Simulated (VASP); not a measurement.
# Sr3Mn (Pm-3m) in VASP: single point with PBEsol

Aim: the single point of Sr3Mn with PBEsol.

All numbers are computed with VASP 6.6.1; they aren't measurements. Logs are shortened: lines on timing, memory, paths and dates and some standing lists are left out, and cuts for length are marked.

**1. The cell of the first run**

Symmetry: Pm-3m, No. 221, cubic system. Conventional cell: a = 5.716 Å, b = 5.716 Å, c = 5.716 Å, α = 90.00°, β = 90.00°, γ = 90.00°. Sr (site symmetry 4/mmm) has 8 Sr at 4.04 Å and 4 Mn at 4.04 Å within 5.3 Å. Within 5.3 Å of Mn (site symmetry m-3m) lie 12 Sr at 4.04 Å.

**2. Single point, PBEsol, collinear spin, ferromagnetic start (Zn replaced by Mn, lengths x 1.014, strained)**

Input file INCAR:

```
SYSTEM = Sr3Mn
  PREC = Accurate
  ENCUT = 520
  EDIFF = 1E-7
  ISMEAR = 0
  SIGMA = 0.1
  LREAL = .False.
  LASPH = .True.
  NELM = 150
  ALGO = Normal
  ISIF = 2
  LWAVE = .False.
  LCHARG = .False.
  ISPIN = 2
  MAGMOM = 0 0 0 4
  LORBIT = 11
  LMAXMIX = 4
  GGA = PS
  NBANDS = 34
```

Input file KPOINTS:

```
Automatic mesh
0
Gamma
  4 4 4
  0 0 0
```

Input file POSCAR:

```
Sr3Mn
1.0
    5.7164329198      0.0000000000      0.0000000000
    0.0000000000      5.7164329198      0.0000000000
    0.0000000000      0.0000000000      5.7164329198
Sr Mn
3 1
Direct
    0.5000000000      0.0000000000      0.5000000000
    0.5000000000      0.5000000000      0.0000000000
    0.0000000000      0.5000000000      0.5000000000
    0.0000000000      0.0000000000      0.0000000000
```

Potentials or basis: VASP PAW PBE potentials, release 64 (Sr_sv, Mn_pv).

Started as:

```console
$ cat potpaw_PBE.64/Sr_sv/POTCAR potpaw_PBE.64/Mn_pv/POTCAR > POTCAR
$ mpirun -np 1 vasp_std > vasp.out
```

OUTCAR:

```text
SYSTEM = Sr3Mn
   PREC = Accurate
   ENCUT = 520
   EDIFF = 1E-7
   ISMEAR = 0
   LREAL = .False.
   LASPH = .True.
   NELM = 150
   ISIF = 2
   ISPIN = 2
   LORBIT = 11
   GGA = PS

 ion  position               nearest neighbor table
   1  0.500  0.000  0.500-   2 4.04   3 4.04   4 4.04   2 4.04   4 4.04   2 4.04   3 4.04   2 4.04
                             3 4.04   4 4.04   4 4.04   3 4.04
   2  0.500  0.500  0.000-   1 4.04   3 4.04   4 4.04   1 4.04   3 4.04   1 4.04   4 4.04   1 4.04
                             3 4.04   4 4.04   3 4.04   4 4.04
   3  0.000  0.500  0.500-   1 4.04   2 4.04   4 4.04   2 4.04   4 4.04   1 4.04   4 4.04   4 4.04
                             1 4.04   2 4.04   2 4.04   1 4.04
   4  0.000  0.000  0.000-   1 4.04   2 4.04   3 4.04   1 4.04   3 4.04   2 4.04   3 4.04   3 4.04
                             1 4.04   2 4.04   1 4.04   2 4.04

  LATTYP: Found a simple cubic cell.
 ALAT       =     5.7164329198

  Lattice vectors:

 A1 = (   5.7164329198,   0.0000000000,   0.0000000000)
 A2 = (   0.0000000000,   5.7164329198,   0.0000000000)
 A3 = (   0.0000000000,   0.0000000000,   5.7164329198)

Analysis of symmetry for initial positions (statically):
=====================================================================
 Subroutine PRICEL returns:
 Original cell was already a primitive cell.

 Routine SETGRP: Setting up the symmetry group for a
 simple cubic supercell.

 Subroutine GETGRP returns: Found 48 space group operations
 (whereof 48 operations were pure point group operations)
 out of a pool of 48 trial point group operations.

The static configuration has the point symmetry O_h .

Analysis of symmetry for dynamics (positions and initial velocities):
=====================================================================
 Subroutine PRICEL returns:
 Original cell was already a primitive cell.

 Routine SETGRP: Setting up the symmetry group for a
 simple cubic supercell.

 Subroutine GETGRP returns: Found 48 space group operations
 (whereof 48 operations were pure point group operations)
 out of a pool of 48 trial point group operations.

The dynamic configuration has the point symmetry O_h .

Analysis of structural, dynamic, and magnetic symmetry:
=====================================================================
 Subroutine PRICEL returns:
 Original cell was already a primitive cell.

 Routine SETGRP: Setting up the symmetry group for a
 simple cubic supercell.

 Subroutine GETGRP returns: Found 48 space group operations
 (whereof 48 operations were pure point group operations)
 out of a pool of 48 trial point group operations.

The overall configuration has the point symmetry O_h .

 Subroutine INISYM returns: Found 48 space group operations
 (whereof 48 operations are pure point group operations),
 and found     1 'primitive' translations

----------------------------------------------------------------------------------------

                                     Primitive cell

  volume of cell :     186.7993

  direct lattice vectors                    reciprocal lattice vectors
     5.716432920  0.000000000  0.000000000     0.174934267  0.000000000  0.000000000
     0.000000000  5.716432920  0.000000000     0.000000000  0.174934267  0.000000000
     0.000000000  0.000000000  5.716432920     0.000000000  0.000000000  0.174934267

  length of vectors
     5.716432920  5.716432920  5.716432920     0.174934267  0.174934267  0.174934267

  position of ions in fractional coordinates (direct lattice)
     0.500000000  0.000000000  0.500000000
     0.500000000  0.500000000  0.000000000
     0.000000000  0.500000000  0.500000000
     0.000000000  0.000000000  0.000000000

  ion indices of the primitive-cell ions
   primitive index   ion index
                 1           1
                 2           2
                 3           3
                 4           4

----------------------------------------------------------------------------------------

 KPOINTS: Automatic mesh

Automatic generation of k-mesh.
 Grid dimensions read from file:
 generate k-points for:    4    4    4

 Generating k-lattice:

  Cartesian coordinates                     Fractional coordinates (reciprocal lattice)
     0.043733567  0.000000000  0.000000000     0.250000000  0.000000000  0.000000000
     0.000000000  0.043733567  0.000000000     0.000000000  0.250000000  0.000000000
     0.000000000  0.000000000  0.043733567     0.000000000  0.000000000  0.250000000

  Length of vectors
     0.043733567  0.043733567  0.043733567

  Shift w.r.t. Gamma in fractional coordinates (k-lattice)
     0.000000000  0.000000000  0.000000000

 Subroutine IBZKPT returns following result:
 ===========================================

 Found     10 irreducible k-points:

 Following reciprocal coordinates:
            Coordinates               Weight
  0.000000  0.000000  0.000000      1.000000
  0.250000  0.000000  0.000000      6.000000
  0.500000  0.000000  0.000000      3.000000
  0.250000  0.250000  0.000000     12.000000
  0.500000  0.250000  0.000000     12.000000
  0.500000  0.500000  0.000000      3.000000
  0.250000  0.250000  0.250000      8.000000
  0.500000  0.250000  0.250000     12.000000
  0.500000  0.500000  0.250000      6.000000
  0.500000  0.500000  0.500000      1.000000
   k-points           NKPTS =     10   k-points in BZ     NKDIM =     10   number of bands    NBANDS=     34
   number of dos      NEDOS =    301   number of ions     NIONS =      4
   total plane-waves  NPLWV = 110592
   dimension x,y,z NGX =    48 NGY =   48 NGZ =   48
   dimension x,y,z NGXF=    96 NGYF=   96 NGZF=   96
   ions per type =               3   1
   NGX,Y,Z   is equivalent  to a cutoff of  13.96, 13.96, 13.96 a.u.
   NGXF,Y,Z  is equivalent  to a cutoff of  27.92, 27.92, 27.92 a.u.
 SYSTEM =  Sr3Mn
   PREC   = accura    normal or accurate (medium, high low for compatibility)
   ISTART =      0    job   : 0-new  1-cont  2-samecut
   ICHARG =      2    charge: 1-file 2-atom 10-const
   ISPIN  =      2    spin polarized calculation?
   LNONCOLLINEAR =      F non collinear calculations
   LSORBIT =      F    spin-orbit coupling
   LASPH  =      T    aspherical Exc in radial PAW
   ENCUT  =  520.0 eV  38.22 Ry    6.18 a.u.  10.63 10.63 10.63*2*pi/ulx,y,z
   NELM   =    150;   NELMIN=  2; NELMDL= -5     # of ELM steps
   EDIFF  = 0.1E-06   stopping-criterion for ELM
   LREAL  =      F    real-space projection
   EDIFFG = 0.1E-05   stopping-criterion for IOM
   NSW    =      0    number of steps for IOM
   IBRION =     -1    ionic relax: 0-MD 1-quasi-New 2-CG
   NFREE  =      0    steps in history (QN), initial steepest desc. (CG)
   ISIF   =      2    stress and relaxation
   ISYM   =      2    0-nonsym 1-usesym 2-fastsym
   POTIM  = 0.5000    time-step for ionic-motion
   TEBEG  =    0.0;   TEEND  =   0.0 temperature during run
   PSTRESS=    0.0 pullay stress
   NELECT =      43.0000    total number of electrons
   NUPDOWN=      -1.0000    fix difference up-down
   EMIN   =  10.00;   EMAX   =-10.00  energy-range for DOS
   EFERMI =   0.00;   METHOD = LEGACY
   ISMEAR =     0;   SIGMA  =   0.10  broadening in eV -4-tet -1-fermi 0-gaus
   EFERMI_NEDOS =   21; number of points for ismear=-14 and -15
   IALGO  =     38    algorithm
   IMIX   =      4    mixing-type and parameters
     AMIX     =   0.40;   BMIX     =  1.00
     AMIX_MAG =   1.60;   BMIX_MAG =  1.00
  volume/ion in A,a.u.               =      46.70       315.15
  Fermi-wavevector in a.u.,A,eV,Ry     =   1.003319  1.895999 13.696302  1.006650
  Thomas-Fermi vector in A             =   2.135864
   LORBIT       =     11    0 simple, 1 ext, 2 COOP (PROOUT), +10 PAW based schemes
   GGA     = PS    functional components
   LHFCALC =     F    Hartree Fock is set to
   AEXX    =    0.0000 exact exchange contribution
   IVDW    =     0    specifies the selected vdW correction
   LEPSILON=     F    determine dielectric tensor
   LRPA    =     F    only Hartree local field effects (RPA)
 spin polarized calculation
 Gauss-broadening in eV      SIGMA  =   0.10
  energy-cutoff  :      520.00
  volume of cell :      186.80
 maximum number of plane-waves:      5056
 NGX is ok and might be reduce to    48
   NGX = 21   NGY = 21   NGZ = 21

 number of electron      43.0000004 magnetization       4.5602992

 Free energy of the ion-electron system (eV)
  ---------------------------------------------------
  ext. energy  EPLUGINS =         0.00000000
  ---------------------------------------------------
  free energy    TOTEN  =       -12.91826632 eV

  energy without entropy =      -12.88268327  energy(sigma->0) =      -12.90047479

 E-fermi :   1.7432     XC(G=0):  -7.8013

 val. band max:        1.7197826600   @ k =   0.5000   0.2500   0.2500
 cond. band min:       1.7593288610   @ k =   0.2500   0.2500   0.0000
 fundamental gap:      0.0395462010
 Fermi energy:         1.7431967455

 spin component 1

 k-point     1 :       0.0000    0.0000    0.0000
  band No.  band energies     occupation
      1     -49.1161      1.00000
      2     -49.1161      1.00000
      3     -49.1161      1.00000
      4     -34.6716      1.00000
      5     -34.6424      1.00000
      6     -34.6424      1.00000
[... 349 lines left out ...]
     32       4.8901      0.00000
     33       4.8901      0.00000
 Fermi energy:         1.7431967455

 spin component 2

 k-point     1 :       0.0000    0.0000    0.0000
  band No.  band energies     occupation
      1     -44.6545      1.00000
      2     -44.6545      1.00000
      3     -44.6545      1.00000
      4     -34.6805      1.00000
      5     -34.6511      1.00000
      6     -34.6511      1.00000
[... 349 lines left out ...]
     32       5.0692      0.00000
     33       5.0692      0.00000
 [bands above 33 left out]

------------------------ aborting loop because EDIFF is reached ----------------------------------------

  FORCE on cell =-STRESS in cart. coord.  units (eV):
  Direction    XX          YY          ZZ          XY          YZ          ZX
  --------------------------------------------------------------------------------------
  -------------------------------------------------------------------------------------
  Total       -2.4399532     -2.4399532     -2.4399532     -0.0000000      0.0000000     -0.0000000
  in kB      -20.9274711    -20.9274711    -20.9274711     -0.0000000      0.0000000     -0.0000000
  external PRESSURE =     -20.9274711 kB  Pullay stress =       0.0000000 kB

 VOLUME and BASIS-vectors are now :
 -----------------------------------------------------------------------------
  energy-cutoff  :      520.00
  volume of cell :      186.80
      direct lattice vectors                 reciprocal lattice vectors
     5.716432920  0.000000000  0.000000000     0.174934267  0.000000000  0.000000000
     0.000000000  5.716432920  0.000000000     0.000000000  0.174934267  0.000000000
     0.000000000  0.000000000  5.716432920     0.000000000  0.000000000  0.174934267

 POSITION                                       TOTAL-FORCE (eV/Angst)
 -----------------------------------------------------------------------------------
      2.85822      0.00000      2.85822         0.000000      0.000000      0.000000
      2.85822      2.85822      0.00000         0.000000      0.000000      0.000000
      0.00000      2.85822      2.85822         0.000000      0.000000      0.000000
      0.00000      0.00000      0.00000         0.000000      0.000000      0.000000
 -----------------------------------------------------------------------------------
    total drift:                                0.000000     -0.000000     -0.000000

  FREE ENERGIE OF THE ION-ELECTRON SYSTEM (eV)
  ---------------------------------------------------
  free  energy   TOTEN  =       -12.9182663217 eV

  energy  without entropy=      -12.8826832679  energy(sigma->0) =      -12.90047479

 total charge

# of ion       s       p       d       tot
------------------------------------------
    1        2.058   5.692   0.142   7.892
    2        2.058   5.692   0.142   7.892
    3        2.058   5.692   0.142   7.892
    4        0.329   6.075   4.822  11.226
--------------------------------------------------
tot          6.504  23.151   5.248  34.903

 magnetization (x)

# of ion       s       p       d       tot
------------------------------------------
    1       -0.006   0.001  -0.009  -0.014
    2       -0.006   0.001  -0.009  -0.014
    3       -0.006   0.001  -0.009  -0.014
    4        0.061   0.034   4.191   4.286
--------------------------------------------------
tot          0.043   0.038   4.164   4.245
```

Wall time 2 min (1 thread of Intel Xeon 6975P-C (Granite Rapids), shared host); peak memory 0.44 GiB.

Results:

```
Free energy                                           : -12.9183 eV
Pressure                                              : -2.1 GPa
Net moment                                            : 4.56 μB per cell
Site moments                                          : Sr -0.01; Mn +4.29 μB
Valence electrons inside the program's atomic spheres : Sr 7.89; Mn 11.23
```

Caveat: the cell differs from its parent crystal (Zn replaced by Mn, lengths x 1.014, strained); the PAW data sets were made with another functional, which shifts forces and pressure a little.
